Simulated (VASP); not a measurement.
# Pt (I4/mmm) in VASP: a series of runs, part 2 of 2

VASP 6.6.1.

**5. Single point, PBE**

This run uses another cell than the first one, of the same volume but with other edges.

The input, INCAR:

```
PREC = Accurate
ENCUT = 520
EDIFF = 1E-6
ISMEAR = -1
SIGMA = 0.02
LREAL = False
LASPH = True
NELM = 80
ALGO = Fast
ISIF = 2
LWAVE = False
LCHARG = False
GGA = PE
NBANDS = 11
```

The input, KPOINTS:

```
Automatic mesh
0
Gamma
  24 24 24
```

The input, POSCAR:

```
Pt
1.0
    0.0000000000      2.2602304467      1.4691497903
    2.2602304467      0.0000000000      1.4691497903
    2.2602304467      2.2602304467      0.0000000000
Pt
1
Direct
    0.0000000000      0.0000000000      0.0000000000
```

Started as:

```console
cat potpaw_PBE.64/Pt/POTCAR > POTCAR
mpirun -np 1 vasp_std > vasp.out
```

Run time: 83 s. Hardware: 1 thread of Intel Xeon Platinum 8488C (Sapphire Rapids), shared host; peak memory 0.28 GiB.

It converged, with:

```yaml
Free_energy: -5.9897 eV
Pressure: 13.7 GPa
Band_gap_on_the_k_mesh: zero (bands 5 and 6 overlap by 2.34 eV)
```

Stress tensor (GPa, compression positive):
```
16.62  0.00  0.00
 0.00 16.62  0.00
 0.00  0.00  7.94
```

Levels at points of the mesh, in eV from the Fermi level:
| k point | band 2 | band 3 | band 4 | band 5 | band 6 | band 7 | band 8 | band 9 |
| --- | --- | --- | --- | --- | --- | --- | --- | --- |
| (0.00, 0.00, 0.00) | -4.29 | -3.49 | -3.49 | -1.76 | -0.69 | 16.49 | 16.49 | 18.30 |
| (0.50, 0.00, 0.00) | -5.60 | -1.30 | -0.31 | 0.28 | 1.10 | 6.99 | 12.95 | 15.56 |
| (0.50, 0.50, 0.00) | -6.65 | 0.45 | 0.45 | 0.72 | 6.89 | 6.89 | 9.56 | 13.25 |
| (0.50, 0.00, 0.50) | -4.75 | -2.03 | -1.05 | -0.30 | 0.98 | 6.20 | 13.88 | 17.69 |

Caveat: the cell stands under pressure; spin-orbit coupling is left out, which moves the levels of the heavy elements.

**6. Single point, PBE**

This run uses another cell than the first one, of the same volume but with other edges.

The input, INCAR:

```
SYSTEM = Pt
ALGO = Fast ; EDIFF = 1E-7
ENCUT = 520 ; GGA = PE
ISIF = 2 ; ISMEAR = -1
LASPH = .True. ; LCHARG = .False.
LREAL = .False. ; LWAVE = .False.
NBANDS = 11 ; NELM = 80
PREC = Accurate ; SIGMA = 0.02
```

The input, KPOINTS:

```
k-points
0
Gamma
  24 24 24
  0 0 0
```

The input, POSCAR:

```
Pt
1.0
    0.0000000000      1.7103831919      2.5655747879
    1.7103831919      0.0000000000      2.5655747879
    1.7103831919      1.7103831919      0.0000000000
Pt
1
Direct
    0.0000000000      0.0000000000      0.0000000000
```

Potentials or basis: VASP PAW PBE potentials, release 64 (Pt).

Started as:

```console
cat potpaw_PBE.64/Pt/POTCAR > POTCAR
mpirun -np 1 vasp_std > vasp.out
```

OUTCAR:

```text
SYSTEM = Pt
   EDIFF = 1E-7
   ENCUT = 520
   GGA = PE
   ISIF = 2
   ISMEAR = -1
   LASPH = .True.
   LREAL = .False.
   NELM = 80
   PREC = Accurate

 ion  position               nearest neighbor table
   1  0.000  0.000  0.000-

  LATTYP: Found a body centered tetragonal cell.
 ALAT       =     2.4188471068
 C/A-ratio  =     2.1213203436

  Lattice vectors:

 A1 = (  -1.7103831919,   0.0000000000,   2.5655747879)
 A2 = (   1.7103831919,   0.0000000000,   2.5655747879)
 A3 = (   0.0000000000,   1.7103831919,  -2.5655747879)

Analysis of symmetry for initial positions (statically):
=====================================================================
 Subroutine PRICEL returns:
 Original cell was already a primitive cell.

 Routine SETGRP: Setting up the symmetry group for a
 body centered tetragonal supercell.

 Subroutine GETGRP returns: Found 16 space group operations
 (whereof 16 operations were pure point group operations)
 out of a pool of 16 trial point group operations.

The static configuration has the point symmetry D_4h.

Analysis of symmetry for dynamics (positions and initial velocities):
[... 169 lines left out ...]
      2       4.2907      2.00000
      3       6.3210      2.00000
      4       9.9830      2.00000
      5       9.9830      2.00000
      6      12.2005      0.00000
      7      24.5711      0.00000
      8      28.4066      0.00000
      9      34.0707      0.00000
     10      34.0707      0.00000
     11      36.5429      0.00000
[... 309 lines left out ...]
 k-point    24 :       0.4583    0.0417    0.0000
  band No.  band energies     occupation
      1       4.1284      2.00000
      2       5.4317      2.00000
      3       9.2557      2.00000
      4      10.6279      2.00000
      5      10.8662      2.00000
      6      11.3334      0.31307
      7      19.4372      0.00000
      8      22.5399      0.00000
      9      31.9536      0.00000
     10      33.9350      0.00000
     11      35.8701      0.00000

 [... further k-points ...]

------------------------ aborting loop because EDIFF is reached ----------------------------------------

  FORCE on cell =-STRESS in cart. coord.  units (eV):
  Direction    XX          YY          ZZ          XY          YZ          ZX
  --------------------------------------------------------------------------------------
  -------------------------------------------------------------------------------------
  Total        7.0334054      7.0334054     -1.1654260      0.0000000      0.0000000      0.0000000
  in kB      750.7143530    750.7143530   -124.3923768      0.0000000      0.0000000      0.0000000
  external PRESSURE =     459.0121097 kB  Pullay stress =       0.0000000 kB

 VOLUME and BASIS-vectors are now :
 -----------------------------------------------------------------------------
  energy-cutoff  :      520.00
  volume of cell :       15.01
      direct lattice vectors                 reciprocal lattice vectors
     0.000000000  1.710383192  2.565574788    -0.292332152  0.292332152  0.194888102
     1.710383192  0.000000000  2.565574788     0.292332152 -0.292332152  0.194888102
     1.710383192  1.710383192  0.000000000     0.292332152  0.292332152 -0.194888102

 POSITION                                       TOTAL-FORCE (eV/Angst)
 -----------------------------------------------------------------------------------
      0.00000      0.00000      0.00000         0.000000      0.000000     -0.000000
 -----------------------------------------------------------------------------------
    total drift:                                0.000000      0.000000     -0.000000

  FREE ENERGIE OF THE ION-ELECTRON SYSTEM (eV)
  ---------------------------------------------------
  free  energy   TOTEN  =        -5.1474996977 eV

  energy  without entropy=       -5.1459092773  energy(sigma->0) =       -5.14670449
```

Run time: 79 s. Hardware: 1 thread of Intel Xeon Platinum 8488C (Sapphire Rapids), shared host; peak memory 0.29 GiB.

What came out:

```
Free energy            : -5.1475 eV
Pressure               : 45.9 GPa
Band gap on the k mesh : zero (bands 5 and 6 overlap by 5.35 eV)
```

Caveat: the cell stands under pressure; spin-orbit coupling is left out, which moves the levels of the heavy elements.

**7. Overview**

```tsv
cell	further INCAR settings	gap on the mesh (eV)	pressure (GPa)
a = 2.942, b = 2.942, c = 2.537 Å, angles 64.5, 64.5, 51.1°, 1 atom	ALGO = Fast; EDIFF = 1e-06; NBANDS = 11	none	23.3
a = 2.735, b = 2.735, c = 2.847 Å, angles 58.6, 58.6, 62.7°, 1 atom	ALGO = Fast; EDIFF = 1e-06; NBANDS = 11	none	11.4
a = 2.820, b = 2.820, c = 2.682 Å, angles 61.6, 61.6, 56.8°, 1 atom	ALGO = Fast; EDIFF = 1e-07; NBANDS = 11	none	12.1
a = 2.696, b = 2.696, c = 3.196 Å, angles 53.6, 53.6, 72.7°, 1 atom	ALGO = Fast; EDIFF = 1e-06; NBANDS = 11	none	13.7
a = 3.083, b = 3.083, c = 2.419 Å, angles 66.9, 66.9, 46.2°, 1 atom	ALGO = Fast; EDIFF = 1e-07; NBANDS = 11	none	45.9
```

Alike in all rows: task single point; level PBE; potentials or basis VASP PAW PBE potentials, release 64 (Pt); no spin polarisation; k mesh 24 × 24 × 24; cutoff (eV) 520; smearing fermi-dirac 0.02 eV.

Caveats: the cell stands under pressure; spin-orbit coupling is left out, which moves the levels of the heavy elements.

Total energies depend on the potentials used, so only differences within one code and one set of settings carry meaning.
